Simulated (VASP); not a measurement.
Input of a VASP 6.6.1 run:

Contents of INCAR:

```
SYSTEM = LiCl
PREC     = Accurate       ! precision mode
ENCUT    = 520            ! plane-wave cutoff, eV
EDIFF    = 1E-7           ! SCF threshold, eV
ISMEAR   = 0              ! smearing method
SIGMA    = 0.01           ! smearing width, eV
LREAL    = .FALSE.        ! projectors in reciprocal space
LASPH    = .TRUE.         ! aspherical terms in the spheres
NELM     = 80             ! most SCF steps
ALGO     = Normal         ! electronic algorithm
ISIF     = 2              ! what is computed and relaxed
LWAVE    = .FALSE.        ! write WAVECAR
LCHARG   = .TRUE.         ! write CHGCAR
GGA      = PE             ! functional
LELF     = .TRUE.         ! ELF
LVHAR    = .TRUE.       
NBANDS   = 12             ! bands
```

KPOINTS

```
Automatic mesh
0
G
  6 6 6
  0 0 0
```

File POSCAR:

```
LiCl
1.0
    0.0000000000      2.5475562599      2.5475562599
    2.5475562599      0.0000000000      2.5475562599
    2.5475562599      2.5475562599      0.0000000000
Li Cl
1 1
Direct
    0.0000000000      0.0000000000      0.0000000000
    0.5000000000      0.5000000000      0.5000000000
```

Potentials or basis: VASP PAW PBE potentials, release 64 (Li_sv, Cl).

The run is started by

```console
$ cat potpaw_PBE.64/Li_sv/POTCAR potpaw_PBE.64/Cl/POTCAR > POTCAR
$ mpirun -np 1 vasp_std > vasp.out
```

(1) Predict the band gap on the k mesh.

## Answers

(1) 6.46 eV, direct.
